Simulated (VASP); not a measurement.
# BeZnTeO: single point with PBE

The system is BeZnTeO.

```
Be Zn Te O
1.0
     4.70672    0.00000    0.00000
    -2.35336    4.07614    0.00000
     0.00000    0.00000    4.20478
Be Zn Te O
1 1 1 1
Direct
  0.66667 0.33333 0.50000
  0.00000 0.00000 0.50000
  0.66667 0.33333 0.00000
  0.33333 0.66667 0.50000
```

| Quantity | Value |
| --- | --- |
| Program | VASP 6.6.1 |
| Task | single point |
| Functional | PBE |
| Potentials or basis | VASP PAW PBE potentials, release 64 (Be, Zn, Te, O) |
| Cutoff | 520 eV |
| k mesh | 6 × 6 × 4 |
| Occupations | gaussian, width 0.1 eV |
| Spin | no spin polarisation |

- Pressure: -2.9 GPa
- Band gap on the k mesh: zero (band 13 reaches 2.81 eV, above the bottom of band 14 at 2.02 eV)

Stress tensor (GPa, compression positive):
```
-12.05   0.00   0.00
  0.00 -12.05   0.00
  0.00   0.00  15.39
```

Levels at points of the mesh, in eV from the Fermi level:
| k point | band 11 | band 12 | band 13 | band 14 | band 15 | band 16 |
| --- | --- | --- | --- | --- | --- | --- |
| (0.00, 0.00, 0.00) | -1.62 | -1.12 | -1.12 | -0.44 | 2.78 | 4.64 |
| (0.50, 0.00, 0.00) | -1.41 | -0.71 | -0.07 | 1.43 | 2.50 | 4.82 |
| (0.00, 0.00, 0.50) | -0.96 | -0.61 | -0.61 | 0.80 | 1.62 | 1.62 |
| (0.50, 0.00, 0.50) | -2.24 | -0.93 | -0.28 | 0.29 | 2.75 | 4.27 |

Wall time 27 s on 1 thread of Intel(R) Xeon(R) Platinum 8488C (Sapphire Rapids), with other jobs on the host, peak memory 0.21 GiB.

Caveat: the k points lie up to 0.37 Å⁻¹ apart; spin-orbit coupling is left out, which moves the levels of the heavy elements.
